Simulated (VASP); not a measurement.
Set up this calculation in VASP 6.6.1, as the native input.

```yaml
Task: single point
Functional: r2SCAN
Potentials_or_basis: VASP PAW PBE potentials, release 64 (K_sv)
Cutoff: 520 eV
k_mesh: 13 × 13 × 13
Occupations: fermi-dirac, width 0.1 eV
Spin: no spin polarisation
Dipole_correction: no
Further_INCAR_settings: ALGO = Normal; EDIFF = 1e-07; NBANDS = 10
```

Crystal: K.

```
K
1.0
     0.00000    3.37034    3.37034
     3.37034    0.00000    3.37034
     3.37034    3.37034    0.00000
K
1
Direct
  0.00000 0.00000 0.00000
```

This isn't the form of K at room conditions, which is bcc.

The input as run:

POSCAR

```
K
1.0
    0.0000000000      3.3703435831      3.3703435831
    3.3703435831      0.0000000000      3.3703435831
    3.3703435831      3.3703435831      0.0000000000
K
1
Direct
    0.0000000000      0.0000000000      0.0000000000
```

INCAR.step1

```
SYSTEM = K
PREC     = Accurate       ! precision mode
ENCUT    = 520            ! plane-wave cutoff, eV
ISMEAR   = -1             ! smearing method
SIGMA    = 0.1            ! smearing width, eV
LREAL    = .False.        ! projectors in reciprocal space
LASPH    = .True.         ! aspherical terms in the spheres
NELM     = 80             ! most SCF steps
NBANDS   = 10             ! bands
GGA      = PE             ! functional
ALGO     = Normal         ! electronic algorithm
EDIFF    = 1E-4           ! SCF threshold, eV
LWAVE    = .True.         ! write WAVECAR
LCHARG   = .False.        ! write CHGCAR
```

INCAR.step2

```
SYSTEM = K
PREC     = Accurate       ! precision mode
ENCUT    = 520            ! plane-wave cutoff, eV
EDIFF    = 1E-7           ! SCF threshold, eV
ISMEAR   = -1             ! smearing method
SIGMA    = 0.1            ! smearing width, eV
LREAL    = .False.        ! projectors in reciprocal space
LASPH    = .True.         ! aspherical terms in the spheres
NELM     = 80             ! most SCF steps
ALGO     = Normal         ! electronic algorithm
ISIF     = 2              ! what is computed and relaxed
LWAVE    = .False.        ! write WAVECAR
LCHARG   = .False.        ! write CHGCAR
METAGGA  = R2SCAN         ! meta-GGA
LMIXTAU  = .True.       
NBANDS   = 10             ! bands
ISTART   = 1
```

KPOINTS

```
regular mesh
0
Gamma
  13 13 13
  0 0 0
```

Potentials or basis: VASP PAW PBE potentials, release 64 (K_sv).

Run with:

```sh
$ cat potpaw_PBE.64/K_sv/POTCAR > POTCAR
$ cp INCAR.step1 INCAR
$ mpirun -np 1 vasp_std > vasp.out
$ cp INCAR.step2 INCAR
$ mpirun -np 1 vasp_std > vasp.out
```

Results of the run:

```json
{
 "Pressure": "0.0 GPa",
 "Band gap on the k mesh": "zero (an odd number of electrons rules out a gap without spin polarisation)"
}
```

Caveat: the PAW data sets were made with another functional, which shifts forces and pressure a little.

Wall time 4.1 min on 1 thread of AMD EPYC 7R43 64-Core Processor (Zen 3), with other jobs on the host, peak memory 0.21 GiB.
